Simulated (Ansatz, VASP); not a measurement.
**Au in VASP and in Ansatz**

The input INCAR:

```
SYSTEM = Au
  PREC = Accurate
  ENCUT = 520
  EDIFF = 1E-6
  ISMEAR = 0
  SIGMA = 0.2
  LREAL = .FALSE.
  LASPH = .TRUE.
  NELM = 100
  ALGO = Normal
  ISIF = 2
  LWAVE = .FALSE.
  LCHARG = .FALSE.
  GGA = PE
  NBANDS = 12
```

Contents of KPOINTS:

```
regular mesh
0
G
  13 13 13
  0 0 0
```

Contents of POSCAR:

```
Au
1.0
    0.0000000000      2.0782552709      2.0782552709
    2.0782552709      0.0000000000      2.0782552709
    2.0782552709      2.0782552709      0.0000000000
Au
1
Direct
    0.0000000000      0.0000000000      0.0000000000
```

Input for Ansatz:

```yaml
crystal:
  lattice:
    - [0.0, 2.0782552709, 2.0782552709]
    - [2.0782552709, 0.0, 2.0782552709]
    - [2.0782552709, 2.0782552709, 0.0]
  atoms:
    - { symbol: Au, position: [0.0, 0.0, 0.0] }
hamiltonian:
  xc: pbe
  pseudopotentials:
    kind: paw
    azcp:
      Au: "pseudopotentials/Au.paw.azcp"
basis:
  ecutwfc: 420
  fft_grid_basis: typed
kpoints:
  mp_grid: { grid: [13, 13, 13], shift: [0, 0, 0] }
magnetization:
  spin_polarized: false
scf:
  occupations: { method: gaussian, width: 0.2 }
  lower_state_search: "off"
output:
  stress: true
```

Alike in both runs: task single point; functional PBE; k mesh 13 × 13 × 13; occupations gaussian, width 0.2 eV; no spin polarisation.

|  | VASP | Ansatz |
| --- | --- | --- |
| version | VASP 6.6.1 | Ansatz 0.2.0 |
| potentials or method | VASP PAW PBE potentials, release 64 (Au), cutoff 520 eV | plane waves (420 eV) with PAW, scalar-relativistic |
| valence electrons in the cell | 11 | 19 |

VASP gave:

* pressure (GPa): -0.3

Task: What did Ansatz give for the same quantities?

Result: Pressure (GPa): 0.0.

The functional is the same, so the differences come from potentials, cutoffs and numerics. VASP's potentials hold 11 valence electrons a cell and Ansatz's 19, so a difference there can come from the potentials and not from the codes.

Neither program's run includes spin-orbit coupling.
